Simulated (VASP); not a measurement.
# BN (P6_3mc) in VASP: a series of runs, part 2 of 2

VASP 6.6.1. The steps go on from the part before.

### Step 3. G0W0 quasiparticle levels, PBE

This run uses another cell than the first one, of 5.90 Å³/atom, 1.003 times its volume.

Input file POSCAR:

```
BN
1.0
    2.5439500113      0.0000000000      0.0000000000
   -1.2719750056      2.2031253357      0.0000000000
    0.0000000000      0.0000000000      4.2078152881
B N
2 2
Direct
    0.3333333333      0.6666666667      0.0002034636
    0.6666666667      0.3333333333      0.5002034636
    0.3333333333      0.6666666667      0.3747965364
    0.6666666667      0.3333333333      0.8747965364
```

Input file INCAR.step1:

```
ALGO     = Normal         # electronic algorithm
EDIFF    = 1E-8           # SCF threshold, eV
ENCUT    = 500            # plane-wave cutoff, eV
GGA      = PE             # functional
ISMEAR   = 0              # smearing method
LASPH    = T              # aspherical terms in the spheres
LCHARG   = F              # write CHGCAR
LREAL    = F              # projectors in reciprocal space
LWAVE    = T              # write WAVECAR
NELM     = 100            # most SCF steps
PREC     = Accurate       # precision mode
SIGMA    = 0.01           # smearing width, eV
```

Input file INCAR.step2:

```
ALGO     = Exact          # electronic algorithm
EDIFF    = 1E-8           # SCF threshold, eV
ENCUT    = 500            # plane-wave cutoff, eV
GGA      = PE             # functional
ISMEAR   = 0              # smearing method
ISTART   = 1            
LASPH    = T              # aspherical terms in the spheres
LCHARG   = F              # write CHGCAR
LOPTICS  = T              # frequency-dependent dielectric function
LREAL    = F              # projectors in reciprocal space
LWAVE    = T              # write WAVECAR
NBANDS   = 78             # bands
NELM     = 1              # most SCF steps
PREC     = Accurate       # precision mode
SIGMA    = 0.01           # smearing width, eV
```

Input file INCAR.step3:

```
ALGO     = EVGW0          # electronic algorithm
EDIFF    = 1E-8           # SCF threshold, eV
ENCUT    = 500            # plane-wave cutoff, eV
ENCUTGW  = 120.0          # cutoff of the response function
GGA      = PE             # functional
ISMEAR   = 0              # smearing method
ISTART   = 1            
LASPH    = T              # aspherical terms in the spheres
LCHARG   = F              # write CHGCAR
LREAL    = F              # projectors in reciprocal space
LWAVE    = F              # write WAVECAR
NBANDS   = 78             # bands
NBANDSGW = 16           
NELMGW   = 1            
NOMEGA   = 48             # frequency points
PREC     = Accurate       # precision mode
PRECFOCK = Fast         
SIGMA    = 0.01           # smearing width, eV
```

Input file KPOINTS:

```
k-points
0
Gamma
  6 6 4
```

Potentials or basis: VASP PAW PBE potentials, release 64 (B_GW, N_GW).

The run is started by

```console
$ cat potpaw_PBE.64/B_GW/POTCAR potpaw_PBE.64/N_GW/POTCAR > POTCAR
$ cp INCAR.step1 INCAR
$ mpirun -np 1 vasp_std > vasp.out
$ cp INCAR.step2 INCAR
$ mpirun -np 1 vasp_std > vasp.out
$ cp INCAR.step3 INCAR
$ mpirun -np 1 vasp_std > vasp.out
```

OUTCAR:

```text
EDIFF = 1E-8
   ENCUT = 500
   ENCUTGW = 120.0
   GGA = PE
   ISMEAR = 0
   ISTART = 1
   LASPH = T
   LREAL = F
   NELMGW = 1
   PREC = Accurate
   PRECFOCK = Fast

 ion  position               nearest neighbor table
   1  0.333  0.667  0.000-   4 1.56   4 1.56   4 1.56   3 1.58
   2  0.667  0.333  0.500-   3 1.56   3 1.56   3 1.56   4 1.58
   3  0.333  0.667  0.375-   2 1.56   2 1.56   2 1.56   1 1.58
   4  0.667  0.333  0.875-   1 1.56   1 1.56   1 1.56   2 1.58

  LATTYP: Found a hexagonal cell.
 ALAT       =     2.5439500113
 C/A-ratio  =     1.6540479449

  Lattice vectors:

 A1 = (   2.5439500113,   0.0000000000,   0.0000000000)
 A2 = (  -1.2719750056,   2.2031253357,   0.0000000000)
 A3 = (   0.0000000000,   0.0000000000,   4.2078152881)

Analysis of symmetry for initial positions (statically):
=====================================================================
 Subroutine PRICEL returns:
 Original cell was already a primitive cell.

 Routine SETGRP: Setting up the symmetry group for a
 hexagonal supercell.

 Subroutine GETGRP returns: Found 12 space group operations
 (whereof  6 operations were pure point group operations)
 out of a pool of 24 trial point group operations.

The static configuration has the point symmetry C_3v.
 The point group associated with its full space group is C_6v.

Analysis of symmetry for dynamics (positions and initial velocities):
=====================================================================
 Subroutine PRICEL returns:
 Original cell was already a primitive cell.

 Routine SETGRP: Setting up the symmetry group for a
 hexagonal supercell.

 Subroutine GETGRP returns: Found 12 space group operations
 (whereof  6 operations were pure point group operations)
 out of a pool of 24 trial point group operations.

The dynamic configuration has the point symmetry C_3v.
 The point group associated with its full space group is C_6v.

 Subroutine INISYM returns: Found 12 space group operations
 (whereof  6 operations are pure point group operations),
 and found     1 'primitive' translations

----------------------------------------------------------------------------------------

                                     Primitive cell

  volume of cell :      23.5833

  direct lattice vectors                    reciprocal lattice vectors
     2.543950011  0.000000000  0.000000000     0.393089485  0.226950320  0.000000000
    -1.271975006  2.203125336  0.000000000     0.000000000  0.453900640  0.000000000
     0.000000000  0.000000000  4.207815288     0.000000000  0.000000000  0.237653017

  length of vectors
     2.543950011  2.543950011  4.207815288     0.453900640  0.453900640  0.237653017

  position of ions in fractional coordinates (direct lattice)
     0.333333333  0.666666667  0.000203464
     0.666666667  0.333333333  0.500203464
     0.333333333  0.666666667  0.374796536
     0.666666667  0.333333333  0.874796536

  ion indices of the primitive-cell ions
   primitive index   ion index
                 1           1
                 2           2
                 3           3
                 4           4

----------------------------------------------------------------------------------------

 KPOINTS: k-points

Automatic generation of k-mesh.
 Grid dimensions read from file:
 generate k-points for:    6    6    4

 Generating k-lattice:

  Cartesian coordinates                     Fractional coordinates (reciprocal lattice)
     0.065514914  0.037825053  0.000000000     0.166666667 -0.000000000  0.000000000
     0.000000000  0.075650107  0.000000000     0.000000000  0.166666667  0.000000000
     0.000000000  0.000000000  0.059413254     0.000000000  0.000000000  0.250000000

  Length of vectors
     0.075650107  0.075650107  0.059413254

  Shift w.r.t. Gamma in fractional coordinates (k-lattice)
     0.000000000  0.000000000  0.000000000

 Subroutine IBZKPT returns following result:
 ===========================================

 Found     21 irreducible k-points:

 Following reciprocal coordinates:
            Coordinates               Weight
  0.000000  0.000000  0.000000      1.000000
  0.166667  0.000000  0.000000      6.000000
  0.333333  0.000000  0.000000      6.000000
  0.500000 -0.000000  0.000000      3.000000
  0.166667  0.166667  0.000000      6.000000
  0.333333  0.166667  0.000000     12.000000
[... 13 lines left out ...]
  0.333333  0.166667  0.500000     12.000000
  0.333333  0.333333  0.500000      2.000000
   k-points           NKPTS =     21   k-points in BZ     NKDIM =    144   number of bands    NBANDS=     78
   number of dos      NEDOS =    301   number of ions     NIONS =      4
   total plane-waves  NPLWV =  12800
   dimension x,y,z NGX =    20 NGY =   20 NGZ =   32
   dimension x,y,z NGXF=    40 NGYF=   40 NGZF=   64
   ions per type =               2   2
   NGX,Y,Z   is equivalent  to a cutoff of  13.07, 13.07, 12.64 a.u.
   NGXF,Y,Z  is equivalent  to a cutoff of  26.14, 26.14, 25.29 a.u.
 SYSTEM =  unknown system
   PREC   = accura    normal or accurate (medium, high low for compatibility)
   ISTART =      1    job   : 0-new  1-cont  2-samecut
   ICHARG =      0    charge: 1-file 2-atom 10-const
   ISPIN  =      1    spin polarized calculation?
   LNONCOLLINEAR =      F non collinear calculations
   LSORBIT =      F    spin-orbit coupling
   LASPH  =      T    aspherical Exc in radial PAW
   ENCUT  =  500.0 eV  36.75 Ry    6.06 a.u.   4.64  4.64  7.67*2*pi/ulx,y,z
   NELM   =     60;   NELMIN=  2; NELMDL=  0     # of ELM steps
   EDIFF  = 0.1E-07   stopping-criterion for ELM
   LREAL  =      F    real-space projection
   EDIFFG = 0.1E-06   stopping-criterion for IOM
   NSW    =      0    number of steps for IOM
   IBRION =     -1    ionic relax: 0-MD 1-quasi-New 2-CG
   NFREE  =      0    steps in history (QN), initial steepest desc. (CG)
   ISIF   =      0    stress and relaxation
   ISYM   =      3    0-nonsym 1-usesym 2-fastsym
   POTIM  = 0.5000    time-step for ionic-motion
   TEBEG  =    0.0;   TEEND  =   0.0 temperature during run
   PSTRESS=    0.0 pullay stress
   NELECT =      16.0000    total number of electrons
   NUPDOWN=      -1.0000    fix difference up-down
   EMIN   =  10.00;   EMAX   =-10.00  energy-range for DOS
   EFERMI =   0.00;   METHOD = LEGACY
   ISMEAR =     0;   SIGMA  =   0.01  broadening in eV -4-tet -1-fermi 0-gaus
   EFERMI_NEDOS =   21; number of points for ismear=-14 and -15
   IALGO  =     38    algorithm
   IMIX   =      4    mixing-type and parameters
     AMIX     =   0.40;   BMIX     =  1.00
     AMIX_MAG =   1.60;   BMIX_MAG =  1.00
  volume/ion in A,a.u.               =       5.90        39.79
  Fermi-wavevector in a.u.,A,eV,Ry     =   1.438512  2.718393 28.154745  2.069315
  Thomas-Fermi vector in A             =   2.557470
   LORBIT       =      0    0 simple, 1 ext, 2 COOP (PROOUT), +10 PAW based schemes
   GGA     = PE    functional components
   LHFCALC =     T    Hartree Fock is set to
   PRECFOCK=fast      Normal, Fast or Accurate (Low or Medium for compatibility)
   ENCUT4O =  -1.0   cutoff for four orbital integrals eV
   NKREDX  =     1    reduce k-point grid by
   NKREDY  =     1    reduce k-point grid by
   NKREDZ  =     1    reduce k-point grid by
   AEXX    =    1.0000 exact exchange contribution
   HFSCREEN=    0.0000 screening length (either q_TF or 0.3 A-1)
   HFSCREENC=   0.0000 screening length for correlation (either q_TF or 0.3 A-1)
   ENCUTFOCK=  -1.0 apply spherical cutoff to Coloumb kernel
   IVDW    =     0    specifies the selected vdW correction
   LEPSILON=     F    determine dielectric tensor
   LRPA    =     F    only Hartree local field effects (RPA)
   LRPAFORCE           =     F    calculate RPA forces
   ENCUTGW             = 120.0    cutoff for response function in eV
   ENCUTGWSOFT         =  96.0    soft cutoff for Coulomb kernel in GW response function in eV
   ENCUTLF             =  -1.0    cutoff for local field effects
   NELMGW              =     1    number of iterations in solving QP/BSE equation
   NELMHF              =     1    number of iterations in the inner HF iteration
   NKREDLFX            =     1    NKREDLFY  =   1   NKREDLFZ  =   1
 non-spin polarized calculation
 Gauss-broadening in eV      SIGMA  =   0.01
  energy-cutoff  :      500.00
  volume of cell :       23.58
 maximum number of plane-waves:       609
 NGX is ok and might be reduce to    20
  NGX = 12; NGY = 12; NGZ = 20
   NGX =  9   NGY =  9   NGZ = 15
 maximum number of plane-waves:        76
 NGX is ok and might be reduce to    10

 QP shifts <psi_nk| G(iteration)W_0 |psi_nk>: iteration 1
 for sc-GW calculations column KS-energies equals QP-energies in previous step
 and V_xc(KS)=  KS-energies - (<T + V_ion + V_H > + <T+V_H+V_ion>^1  + <V_x>^1)

 k-point   1 :       0.0000    0.0000    0.0000
  band No.  KS-energies  QP-energies   sigma(KS)   V_xc(KS)     V^pw_x(r,r')   Z            occupation Imag(sigma)

      1     -12.7893     -14.6841     -17.9269     -15.5003     -26.5187       0.7809       2.0000       1.4630
      2      -8.6263     -10.1434     -18.8306     -16.8460     -26.7663       0.7644       2.0000       0.9304
      3      -3.3002      -4.8113     -16.4386     -14.4702     -21.6944       0.7677       2.0000       0.2912
      4       5.5106       4.7058     -18.3867     -17.4026     -21.6437       0.8178       2.0000       0.0963
      5       5.5106       4.7058     -18.3867     -17.4026     -21.6437       0.8178       2.0000       0.0963
      6       7.3721       6.7931     -18.8992     -18.1977     -21.7359       0.8255       2.0000       0.0814
[... 8 lines left out ...]
     15      19.5634      21.2761     -12.5871     -14.6805      -6.9880       0.8182       0.0000      -0.1387
     16      23.8962      25.7114     -14.1451     -16.4712      -7.3973       0.7804       0.0000      -0.2504
[... 384 lines left out ...]
      1      -7.3254      -8.7435     -19.2103     -17.3351     -26.8692       0.7563       2.0000       0.7518
      2      -7.3254      -8.7435     -19.2103     -17.3351     -26.8692       0.7563       2.0000       0.7518
      3      -1.2109      -2.6969     -17.2529     -15.3459     -22.1356       0.7792       2.0000       0.2136
      4      -1.2109      -2.6969     -17.2529     -15.3459     -22.1356       0.7792       2.0000       0.2136
      5      -0.1118      -1.4234     -16.5717     -14.9199     -20.7948       0.7941       2.0000       0.1707
      6      -0.1118      -1.4234     -16.5717     -14.9199     -20.7948       0.7941       2.0000       0.1707
[... 8 lines left out ...]
     15      24.3505      26.2831     -13.9902     -16.4811      -7.0311       0.7759       0.0000      -0.2635
     16      24.3505      26.2831     -13.9902     -16.4811      -7.0311       0.7759       0.0000      -0.2635
```

It took 7.9 min on 1 thread of Intel Xeon 8259CL, shared host; peak memory 0.34 GiB.

Results:

| Property | Result |
| --- | --- |
| Band gap on the k mesh, mean-field level | 5.19 eV, indirect (least direct gap 8.32 eV) |
| Quasiparticle gap | 6.54 eV |
| Least direct quasiparticle gap | 10.15 eV |

Caveat: the k points lie up to 0.48 Å⁻¹ apart; the cutoff is under 1.25 times the usual one of these potentials, so pressure, stress and relaxed cells hold a basis-set (Pulay) error; bands, screening cutoff and mesh are small and nothing is extrapolated, so the quasiparticle values aren't converged.
